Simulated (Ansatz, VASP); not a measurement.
ZnO in VASP and in Ansatz

File INCAR:

```
  ALGO = Normal
  EDIFF = 1E-8
  ENCUT = 910
  GGA = CA
  GGA_COMPAT = False
  ISIF = 2
  ISMEAR = -1
  LASPH = True
  LCHARG = False
  LEFG = True
  LREAL = False
  LWAVE = False
  NBANDS = 26
  NELM = 120
  PREC = Accurate
  SIGMA = 0.01
```

KPOINTS

```
k-points
0
Gamma
  8 8 5
```

Contents of POSCAR:

```
ZnO
1.0
    3.2493987239      0.0000000000      0.0000000000
   -1.6246993619      2.8140618419      0.0000000000
    0.0000000000      0.0000000000      5.2038000000
Zn O
2 2
Direct
    0.3333333333      0.6666666667      0.0000000000
    0.6666666667      0.3333333333      0.5000000000
    0.3333333333      0.6666666667      0.3821000000
    0.6666666667      0.3333333333      0.8821000000
```

Input for Ansatz:

```yaml
crystal:
  lattice:
    - [3.2493987239, 0.0, 0.0]
    - [-1.6246993619, 2.8140618419, 0.0]
    - [0.0, 0.0, 5.2038]
  atoms:
    - { symbol: Zn, position: [0.3333333333, 0.6666666667, 0.0] }
    - { symbol: Zn, position: [0.6666666667, 0.3333333333, 0.5] }
    - { symbol: O, position: [0.3333333333, 0.6666666667, 0.3821] }
    - { symbol: O, position: [0.6666666667, 0.3333333333, 0.8821] }
kpoints:
  mp_grid: { grid: [8, 8, 5] }
  band_path:
    path:
      - [0.0, 0.0, 0.0]
      - [0.5, 0.0, 0.0]
      - [0.3333333333, 0.3333333333, 0.0]
      - [0.0, 0.0, 0.0]
      - [0.0, 0.0, 0.5]
      - [0.5, 0.0, 0.5]
      - [0.3333333333, 0.3333333333, 0.5]
      - [0.0, 0.0, 0.5]
      - [0.5, 0.0, 0.5]
    npoints: 14
scf:
  occupations: { method: fermi_dirac, width: 0.01 }
hamiltonian:
  xc: lda
  pseudopotentials: { kind: paw }
output:
  forces: true
  stress: true
  eigenvalues: true
  efg: { contact_densities: true }
  populations: true
  bader: true
  dos: { projected: true, de: 0.2, e_range: [-14, 8] }
  write_density: true
  write_potential: true
  elf: true
  volumetric_format: npy
```

Alike in both runs: task electric field gradients; functional LDA; k mesh 8 × 8 × 5; occupations fermi-dirac, width 0.01 eV; no spin polarisation.

|  | VASP | Ansatz |
| --- | --- | --- |
| version | VASP 6.6.1 | Ansatz 0.2.0 |
| potentials or method | VASP PAW LDA potentials, release 64 (Zn, O_h) | PAW with Ansatz's default frozen-core files, scalar-relativistic |
| plane-wave cutoff (eV) | 910 | 420 |
| valence electrons in the cell | 36 | 36 |

```csv
,VASP,Ansatz,Ansatz less VASP
gap on the k mesh at the Fermi level (eV),0.74,0.74,-0.009
rms of the force components (eV/Å),0.024,0.023,-0.0009
size of Vzz on the site where it differs most (V/Å²),7.8,7.4,-0.38
```

LDA's correlation is that of Perdew and Zunger in VASP and of Perdew and Wang (1992) in Ansatz. Atom by atom the forces differ by 0.001 eV/Å (rms over components).

Noted on VASP's run: the cutoff is short for stress, so the pressure is rough.
